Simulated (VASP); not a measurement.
# P (Im-3m) in VASP: a series of runs

Runs on P. Level: revPBE. Tasks: single point.

Program: VASP 6.6.1. These are calculated values, not measurements. Logs are shortened: lines on timing, memory, paths and dates and some standing lists are left out, and cuts for length are marked.

### Step 1. The cell of the first run

The structure is cubic, space group Im-3m (No. 229). Conventional cell: a = 2.935 Å, b = 2.935 Å, c = 2.935 Å, α = 90.00°, β = 90.00°, γ = 90.00°. P (site symmetry m-3m) has 14 P at 2.54 to 2.94 Å within 3.4 Å.

### Step 2. Single point, revPBE (volume scaled by 0.88)

Contents of INCAR:

```
SYSTEM = P
ALGO = Normal
EDIFF = 1E-6
ENCUT = 520
GGA = RE
ISIF = 2
ISMEAR = -1
LASPH = .True.
LCHARG = .False.
LREAL = .False.
LWAVE = .False.
NBANDS = 8
NELM = 60
PREC = Accurate
SIGMA = 0.1
```

Contents of KPOINTS:

```
k-points
0
Gamma
  16 16 16
  0 0 0
```

Contents of POSCAR:

```
P
1.0
   -1.4675931319      1.4675931319      1.4675931319
    1.4675931319     -1.4675931319      1.4675931319
    1.4675931319      1.4675931319     -1.4675931319
P
1
Direct
    0.0000000000      0.0000000000      0.0000000000
```

Potentials or basis: VASP PAW PBE potentials, release 64 (P).

Launch:

```console
$ cat potpaw_PBE.64/P/POTCAR > POTCAR
$ mpirun -np 1 vasp_std > vasp.out
```

OUTCAR:

```text
SYSTEM = P
   EDIFF = 1E-6
   ENCUT = 520
   GGA = RE
   ISIF = 2
   ISMEAR = -1
   LASPH = .True.
   LREAL = .False.
   NELM = 60
   PREC = Accurate

 ion  position               nearest neighbor table
   1  0.000  0.000  0.000-

  LATTYP: Found a body centered cubic cell.
 ALAT       =     2.9351862638

  Lattice vectors:

 A1 = (  -1.4675931319,   1.4675931319,   1.4675931319)
 A2 = (   1.4675931319,  -1.4675931319,   1.4675931319)
 A3 = (   1.4675931319,   1.4675931319,  -1.4675931319)

Analysis of symmetry for initial positions (statically):
=====================================================================
 Subroutine PRICEL returns:
 Original cell was already a primitive cell.

 Routine SETGRP: Setting up the symmetry group for a
 body centered cubic supercell.

 Subroutine GETGRP returns: Found 48 space group operations
 (whereof 48 operations were pure point group operations)
 out of a pool of 48 trial point group operations.

The static configuration has the point symmetry O_h .

Analysis of symmetry for dynamics (positions and initial velocities):
=====================================================================
 Subroutine PRICEL returns:
 Original cell was already a primitive cell.

 Routine SETGRP: Setting up the symmetry group for a
 body centered cubic supercell.

 Subroutine GETGRP returns: Found 48 space group operations
 (whereof 48 operations were pure point group operations)
 out of a pool of 48 trial point group operations.

The dynamic configuration has the point symmetry O_h .

 Subroutine INISYM returns: Found 48 space group operations
 (whereof 48 operations are pure point group operations),
 and found     1 'primitive' translations

----------------------------------------------------------------------------------------

                                     Primitive cell

  volume of cell :      12.6438

  direct lattice vectors                    reciprocal lattice vectors
    -1.467593132  1.467593132  1.467593132     0.000000000  0.340693881  0.340693881
     1.467593132 -1.467593132  1.467593132     0.340693881  0.000000000  0.340693881
     1.467593132  1.467593132 -1.467593132     0.340693881  0.340693881  0.000000000

  length of vectors
     2.541945869  2.541945869  2.541945869     0.481813907  0.481813907  0.481813907

  position of ions in fractional coordinates (direct lattice)
     0.000000000  0.000000000  0.000000000

[... 69 lines left out ...]
   ISPIN  =      1    spin polarized calculation?
   LNONCOLLINEAR =      F non collinear calculations
   LSORBIT =      F    spin-orbit coupling
   LASPH  =      T    aspherical Exc in radial PAW
   ENCUT  =  520.0 eV  38.22 Ry    6.18 a.u.   4.73  4.73  4.73*2*pi/ulx,y,z
   NELM   =     60;   NELMIN=  2; NELMDL= -5     # of ELM steps
   EDIFF  = 0.1E-05   stopping-criterion for ELM
   LREAL  =      F    real-space projection
   EDIFFG = 0.1E-04   stopping-criterion for IOM
   NSW    =      0    number of steps for IOM
   IBRION =     -1    ionic relax: 0-MD 1-quasi-New 2-CG
   NFREE  =      0    steps in history (QN), initial steepest desc. (CG)
   ISIF   =      2    stress and relaxation
   ISYM   =      2    0-nonsym 1-usesym 2-fastsym
   POTIM  = 0.5000    time-step for ionic-motion
   TEBEG  =    0.0;   TEEND  =   0.0 temperature during run
   PSTRESS=    0.0 pullay stress
   NELECT =       5.0000    total number of electrons
   NUPDOWN=      -1.0000    fix difference up-down
   EMIN   =  10.00;   EMAX   =-10.00  energy-range for DOS
   EFERMI =   0.00;   METHOD = LEGACY
   ISMEAR =    -1;   SIGMA  =   0.10  broadening in eV -4-tet -1-fermi 0-gaus
   EFERMI_NEDOS =   21; number of points for ismear=-14 and -15
   IALGO  =     38    algorithm
   IMIX   =      4    mixing-type and parameters
     AMIX     =   0.40;   BMIX     =  1.00
     AMIX_MAG =   1.60;   BMIX_MAG =  1.00
  volume/ion in A,a.u.               =      12.64        85.32
  Fermi-wavevector in a.u.,A,eV,Ry     =   1.201635  2.270761 19.645809  1.443926
  Thomas-Fermi vector in A             =   2.337438
   LORBIT       =      0    0 simple, 1 ext, 2 COOP (PROOUT), +10 PAW based schemes
   GGA     = RE    functional components
   LHFCALC =     F    Hartree Fock is set to
   AEXX    =    0.0000 exact exchange contribution
   IVDW    =     0    specifies the selected vdW correction
   LEPSILON=     F    determine dielectric tensor
   LRPA    =     F    only Hartree local field effects (RPA)
 non-spin polarized calculation
  energy-cutoff  :      520.00
  volume of cell :       12.64
 maximum number of plane-waves:       370
   NGX =  9   NGY =  9   NGZ =  9

 number of electron       5.0000000 magnetization

 Free energy of the ion-electron system (eV)
  ---------------------------------------------------
  ext. energy  EPLUGINS =         0.00000000
  ---------------------------------------------------
  free energy    TOTEN  =        -4.28489240 eV

  energy without entropy =       -4.26828717  energy(sigma->0) =       -4.27658978

 E-fermi :  11.8816     XC(G=0): -12.0983

 val. band max:       11.8779615330   @ k =  -0.2500   0.3750   0.0625
 cond. band min:      11.9003250399   @ k =  -0.4375   0.4375   0.1875
 fundamental gap:      0.0223635069
 Fermi energy:        11.8816485831

 k-point     1 :       0.0000    0.0000    0.0000
  band No.  band energies     occupation
      1      -5.9104      2.00000
      2      20.3068      0.00000
      3      20.3068      0.00000
      4      20.3068      0.00000
      5      24.0978      0.00000
      6      24.0978      0.00000
      7      24.0978      0.00000
      8      28.3942      0.00000
[... 243 lines left out ...]
 k-point    24 :       0.2500    0.1875   -0.0000
  band No.  band energies     occupation
      1      -1.2153      2.00000
      2       8.5834      2.00000
      3      10.8155      1.99995
      4      16.1377      0.00000
      5      22.4934      0.00000
      6      24.6288      0.00000
      7      28.7633      0.00000
      8      31.0028      0.00000

 [... further k-points ...]
[... 5 lines left out ...]
  --------------------------------------------------------------------------------------
  -------------------------------------------------------------------------------------
  Total        1.1555058      1.1555058      1.1555058      0.0000000      0.0000000      0.0000000
  in kB      146.4217885    146.4217885    146.4217885      0.0000000      0.0000000      0.0000000
  external PRESSURE =     146.4217885 kB  Pullay stress =       0.0000000 kB

 VOLUME and BASIS-vectors are now :
 -----------------------------------------------------------------------------
  energy-cutoff  :      520.00
  volume of cell :       12.64
      direct lattice vectors                 reciprocal lattice vectors
    -1.467593132  1.467593132  1.467593132     0.000000000  0.340693881  0.340693881
     1.467593132 -1.467593132  1.467593132     0.340693881  0.000000000  0.340693881
     1.467593132  1.467593132 -1.467593132     0.340693881  0.340693881  0.000000000

 POSITION                                       TOTAL-FORCE (eV/Angst)
 -----------------------------------------------------------------------------------
      0.00000      0.00000      0.00000         0.000000     -0.000000     -0.000000
 -----------------------------------------------------------------------------------
    total drift:                                0.000000      0.000000     -0.000000

  FREE ENERGIE OF THE ION-ELECTRON SYSTEM (eV)
  ---------------------------------------------------
  free  energy   TOTEN  =        -4.2848923967 eV

  energy  without entropy=       -4.2682871694  energy(sigma->0) =       -4.27658978
```

It took 8.9 s on 1 thread of Intel Xeon Platinum 8488C (Sapphire Rapids), shared host; peak memory 0.12 GiB.

Results:

| Item | Value |
| --- | --- |
| Free energy | -4.2849 eV |
| Pressure | 14.6 GPa |

Caveat: the PAW data sets were made with another functional, which shifts forces and pressure a little.

### Step 3. Single point, revPBE (volume scaled by 0.92)

Contents of INCAR:

```
SYSTEM = P
PREC = Accurate ; ENCUT = 520
EDIFF = 1E-6 ; ISMEAR = -1
SIGMA = 0.1 ; LREAL = .FALSE.
LASPH = .TRUE. ; NELM = 80
ALGO = Normal ; ISIF = 2
LWAVE = .FALSE. ; LCHARG = .FALSE.
GGA = RE ; NBANDS = 8
```

Contents of KPOINTS:

```
Automatic mesh
0
G
  16 16 16
  0 0 0
```

Contents of POSCAR:

```
P
1.0
   -1.4895007368      1.4895007368      1.4895007368
    1.4895007368     -1.4895007368      1.4895007368
    1.4895007368      1.4895007368     -1.4895007368
P
1
Direct
    0.0000000000      0.0000000000      0.0000000000
```

Potentials or basis: VASP PAW PBE potentials, release 64 (P).

Launch:

```console
$ cat potpaw_PBE.64/P/POTCAR > POTCAR
$ mpirun -np 1 vasp_std > vasp.out
```

OUTCAR:

```text
SYSTEM = P
   PREC = Accurate
   ENCUT = 520
   EDIFF = 1E-6
   ISMEAR = -1
   LREAL = .FALSE.
   LASPH = .TRUE.
   NELM = 80
   ISIF = 2
   GGA = RE

 ion  position               nearest neighbor table
   1  0.000  0.000  0.000-

  LATTYP: Found a body centered cubic cell.
 ALAT       =     2.9790014736

  Lattice vectors:

 A1 = (  -1.4895007368,   1.4895007368,   1.4895007368)
 A2 = (   1.4895007368,  -1.4895007368,   1.4895007368)
 A3 = (   1.4895007368,   1.4895007368,  -1.4895007368)

Analysis of symmetry for initial positions (statically):
=====================================================================
 Subroutine PRICEL returns:
 Original cell was already a primitive cell.

 Routine SETGRP: Setting up the symmetry group for a
 body centered cubic supercell.

 Subroutine GETGRP returns: Found 48 space group operations
 (whereof 48 operations were pure point group operations)
 out of a pool of 48 trial point group operations.

The static configuration has the point symmetry O_h .

Analysis of symmetry for dynamics (positions and initial velocities):
=====================================================================
 Subroutine PRICEL returns:
 Original cell was already a primitive cell.

 Routine SETGRP: Setting up the symmetry group for a
 body centered cubic supercell.

 Subroutine GETGRP returns: Found 48 space group operations
 (whereof 48 operations were pure point group operations)
 out of a pool of 48 trial point group operations.

The dynamic configuration has the point symmetry O_h .

 Subroutine INISYM returns: Found 48 space group operations
 (whereof 48 operations are pure point group operations),
 and found     1 'primitive' translations

----------------------------------------------------------------------------------------

                                     Primitive cell

  volume of cell :      13.2185

  direct lattice vectors                    reciprocal lattice vectors
    -1.489500737  1.489500737  1.489500737     0.000000000  0.335682949  0.335682949
     1.489500737 -1.489500737  1.489500737     0.335682949  0.000000000  0.335682949
     1.489500737  1.489500737 -1.489500737     0.335682949  0.335682949  0.000000000

  length of vectors
     2.579890954  2.579890954  2.579890954     0.474727379  0.474727379  0.474727379

  position of ions in fractional coordinates (direct lattice)
     0.000000000  0.000000000  0.000000000

  ion indices of the primitive-cell ions
   primitive index   ion index
                 1           1

----------------------------------------------------------------------------------------

 KPOINTS: Automatic mesh

Automatic generation of k-mesh.
 Grid dimensions read from file:
 generate k-points for:   16   16   16

 Generating k-lattice:

  Cartesian coordinates                     Fractional coordinates (reciprocal lattice)
     0.000000000  0.020980184  0.020980184     0.062500000  0.000000000  0.000000000
     0.020980184  0.000000000  0.020980184     0.000000000  0.062500000  0.000000000
     0.020980184  0.020980184  0.000000000     0.000000000  0.000000000  0.062500000

  Length of vectors
     0.029670461  0.029670461  0.029670461

  Shift w.r.t. Gamma in fractional coordinates (k-lattice)
     0.000000000  0.000000000  0.000000000

 Subroutine IBZKPT returns following result:
 ===========================================

 Found    145 irreducible k-points:

 Following reciprocal coordinates:
            Coordinates               Weight
  0.000000  0.000000  0.000000      1.000000
  0.062500  0.000000  0.000000     12.000000
  0.125000  0.000000  0.000000     12.000000
  0.187500  0.000000  0.000000     12.000000
  0.250000  0.000000  0.000000     12.000000
  0.312500  0.000000  0.000000     12.000000
[... 16 lines left out ...]
  0.187500  0.187500  0.000000     24.000000
  0.250000  0.187500  0.000000     48.000000
 [... further k-points ...]
   k-points           NKPTS =    145   k-points in BZ     NKDIM =    145   number of bands    NBANDS=      8
   number of dos      NEDOS =    301   number of ions     NIONS =      1
   total plane-waves  NPLWV =   8000
   dimension x,y,z NGX =    20 NGY =   20 NGZ =   20
   dimension x,y,z NGXF=    40 NGYF=   40 NGZF=   40
   ions per type =               1
   NGX,Y,Z   is equivalent  to a cutoff of  12.89, 12.89, 12.89 a.u.
   NGXF,Y,Z  is equivalent  to a cutoff of  25.78, 25.78, 25.78 a.u.
 SYSTEM =  P
   PREC   = accura    normal or accurate (medium, high low for compatibility)
   ISTART =      0    job   : 0-new  1-cont  2-samecut
   ICHARG =      2    charge: 1-file 2-atom 10-const
   ISPIN  =      1    spin polarized calculation?
   LNONCOLLINEAR =      F non collinear calculations
   LSORBIT =      F    spin-orbit coupling
   LASPH  =      T    aspherical Exc in radial PAW
   ENCUT  =  520.0 eV  38.22 Ry    6.18 a.u.   4.80  4.80  4.80*2*pi/ulx,y,z
   NELM   =     80;   NELMIN=  2; NELMDL= -5     # of ELM steps
   EDIFF  = 0.1E-05   stopping-criterion for ELM
   LREAL  =      F    real-space projection
   EDIFFG = 0.1E-04   stopping-criterion for IOM
   NSW    =      0    number of steps for IOM
   IBRION =     -1    ionic relax: 0-MD 1-quasi-New 2-CG
   NFREE  =      0    steps in history (QN), initial steepest desc. (CG)
   ISIF   =      2    stress and relaxation
   ISYM   =      2    0-nonsym 1-usesym 2-fastsym
   POTIM  = 0.5000    time-step for ionic-motion
   TEBEG  =    0.0;   TEEND  =   0.0 temperature during run
   PSTRESS=    0.0 pullay stress
   NELECT =       5.0000    total number of electrons
   NUPDOWN=      -1.0000    fix difference up-down
   EMIN   =  10.00;   EMAX   =-10.00  energy-range for DOS
   EFERMI =   0.00;   METHOD = LEGACY
   ISMEAR =    -1;   SIGMA  =   0.10  broadening in eV -4-tet -1-fermi 0-gaus
   EFERMI_NEDOS =   21; number of points for ismear=-14 and -15
   IALGO  =     38    algorithm
   IMIX   =      4    mixing-type and parameters
     AMIX     =   0.40;   BMIX     =  1.00
     AMIX_MAG =   1.60;   BMIX_MAG =  1.00
  volume/ion in A,a.u.               =      13.22        89.20
  Fermi-wavevector in a.u.,A,eV,Ry     =   1.183961  2.237362 19.072157  1.401764
  Thomas-Fermi vector in A             =   2.320185
   LORBIT       =      0    0 simple, 1 ext, 2 COOP (PROOUT), +10 PAW based schemes
   GGA     = RE    functional components
   LHFCALC =     F    Hartree Fock is set to
   AEXX    =    0.0000 exact exchange contribution
   IVDW    =     0    specifies the selected vdW correction
   LEPSILON=     F    determine dielectric tensor
   LRPA    =     F    only Hartree local field effects (RPA)
 non-spin polarized calculation
  energy-cutoff  :      520.00
  volume of cell :       13.22
 maximum number of plane-waves:       370
   NGX =  9   NGY =  9   NGZ =  9

 number of electron       4.9999999 magnetization

 Free energy of the ion-electron system (eV)
  ---------------------------------------------------
  ext. energy  EPLUGINS =         0.00000000
  ---------------------------------------------------
  free energy    TOTEN  =        -4.32615825 eV

  energy without entropy =       -4.30878460  energy(sigma->0) =       -4.31747143

 E-fermi :  11.1810     XC(G=0): -11.8970

 val. band max:       11.1789672176   @ k =   0.1875   0.0625   0.0625
 cond. band min:      11.2100975099   @ k =  -0.4375   0.4375   0.1875
 fundamental gap:      0.0311302923
 Fermi energy:        11.1810317568

 k-point     1 :       0.0000    0.0000    0.0000
  band No.  band energies     occupation
      1      -6.0996      2.00000
      2      19.1211      0.00000
      3      19.1211      0.00000
      4      19.1211      0.00000
      5      23.2803      0.00000
      6      23.2803      0.00000
      7      23.2803      0.00000
      8      27.4542      0.00000

 k-point     2 :       0.0625    0.0000    0.0000
  band No.  band energies     occupation
      1      -5.9750      2.00000
      2      18.2164      0.00000
      3      18.5760      0.00000
      4      19.0291      0.00000
      5      22.9170      0.00000
      6      23.5056      0.00000
      7      24.0415      0.00000
      8      26.6625      0.00000
[... 221 lines left out ...]
 k-point    23 :       0.1875    0.1875    0.0000
  band No.  band energies     occupation
      1      -2.7726      2.00000
      2       9.8959      1.99999
      3      11.3386      0.34271
      4      15.8548      0.00000
      5      21.6006      0.00000
      6      23.3579      0.00000
      7      27.2500      0.00000
      8      28.8351      0.00000

 k-point    24 :       0.2500    0.1875    0.0000
  band No.  band energies     occupation
      1      -1.5661      2.00000
      2       7.9313      2.00000
      3      10.2005      1.99989
      4      15.3016      0.00000
      5      21.5285      0.00000
      6      23.6694      0.00000
      7      27.6988      0.00000
      8      29.8664      0.00000

 [... further k-points ...]
[... 5 lines left out ...]
  --------------------------------------------------------------------------------------
  -------------------------------------------------------------------------------------
  Total        0.7030967      0.7030967      0.7030967      0.0000000      0.0000000     -0.0000000
  in kB       85.2203877     85.2203877     85.2203877      0.0000000      0.0000000     -0.0000000
  external PRESSURE =      85.2203877 kB  Pullay stress =       0.0000000 kB

 VOLUME and BASIS-vectors are now :
 -----------------------------------------------------------------------------
  energy-cutoff  :      520.00
  volume of cell :       13.22
      direct lattice vectors                 reciprocal lattice vectors
    -1.489500737  1.489500737  1.489500737     0.000000000  0.335682949  0.335682949
     1.489500737 -1.489500737  1.489500737     0.335682949  0.000000000  0.335682949
     1.489500737  1.489500737 -1.489500737     0.335682949  0.335682949  0.000000000

 POSITION                                       TOTAL-FORCE (eV/Angst)
 -----------------------------------------------------------------------------------
      0.00000      0.00000      0.00000        -0.000000     -0.000000     -0.000000
 -----------------------------------------------------------------------------------
    total drift:                                0.000000     -0.000000     -0.000000

  FREE ENERGIE OF THE ION-ELECTRON SYSTEM (eV)
  ---------------------------------------------------
  free  energy   TOTEN  =        -4.3261582542 eV

  energy  without entropy=       -4.3087846025  energy(sigma->0) =       -4.31747143
```

OSZICAR:

```text
N       E                     dE             d eps       ncg     rms          rms(c)
DAV:   1     0.779282202935E+00    0.77928E+00   -0.21142E+03  2384   0.449E+02
DAV:   2    -0.429660835965E+01   -0.50759E+01   -0.48186E+01  3632   0.476E+01
DAV:   3    -0.433337162266E+01   -0.36763E-01   -0.36721E-01  2504   0.444E+00
DAV:   4    -0.433340802084E+01   -0.36398E-04   -0.36397E-04  3840   0.154E-01
DAV:   5    -0.433340802851E+01   -0.76644E-08   -0.78651E-08  2616   0.141E-03    0.503E+00
DAV:   6    -0.432820181961E+01    0.52062E-02   -0.42469E-03  2568   0.349E-01    0.288E+00
DAV:   7    -0.432612743258E+01    0.20744E-02   -0.76148E-03  2616   0.468E-01    0.835E-02
DAV:   8    -0.432615796002E+01   -0.30527E-04   -0.57717E-05  3320   0.593E-02    0.143E-02
DAV:   9    -0.432615908128E+01   -0.11213E-05   -0.52998E-07  2968   0.595E-03    0.536E-03
DAV:  10    -0.432615825424E+01    0.82704E-06   -0.13558E-07  1424   0.233E-03
   1 F= -.43261583E+01 E0= -.43174714E+01  d E =-.173737E-01
```

Run time: 7.2 s. Hardware: 1 thread of Intel Xeon Platinum 8488C (Sapphire Rapids), shared host; peak memory 0.13 GiB.

Results:

```
Free energy : -4.3262 eV
Pressure    : 8.5 GPa
```

Caveat: the PAW data sets were made with another functional, which shifts forces and pressure a little.
